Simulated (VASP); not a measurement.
Sb, 2 atoms in the cell. It takes space group Fd-3m (No. 227, cubic). Conventional cell: a = 5.546 Å, b = 5.546 Å, c = 5.546 Å, α = 90.00°, β = 90.00°, γ = 90.00°. Sb (site symmetry -43m) has 4 Sb at 2.40 Å within 3.2 Å.  This cell differs from its parent crystal: volume scaled by 0.5.

| Quantity | Value |
| --- | --- |
| Program | VASP 6.6.1 |
| Task | single point |
| Functional | PBE |
| Potentials or basis | VASP PAW PBE potentials, release 64 (Sb) |
| Cutoff | 500 eV |
| k mesh | 10 × 10 × 10 |
| Occupations | fermi-dirac, width 0.08 eV |
| Spin | no spin polarisation |
| Dipole correction | no |
| Further INCAR settings | ALGO = Normal; EDIFF = 1e-06; NBANDS = 12 |

Potentials or basis: VASP PAW PBE potentials, release 64 (Sb).

Launch:

```sh
$ cat potpaw_PBE.64/Sb/POTCAR > POTCAR
$ mpirun -np 1 vasp_std > vasp.out
```

Hardware: 1 thread of Intel Xeon 6975P-C, with other jobs on the host.

Question: How long does it take, and how much memory?

Answer: Wall time 15 s on 1 thread of Intel Xeon 6975P-C, on a shared host, peak memory 0.17 GiB. Counts: scf iterations 12, k points 47.
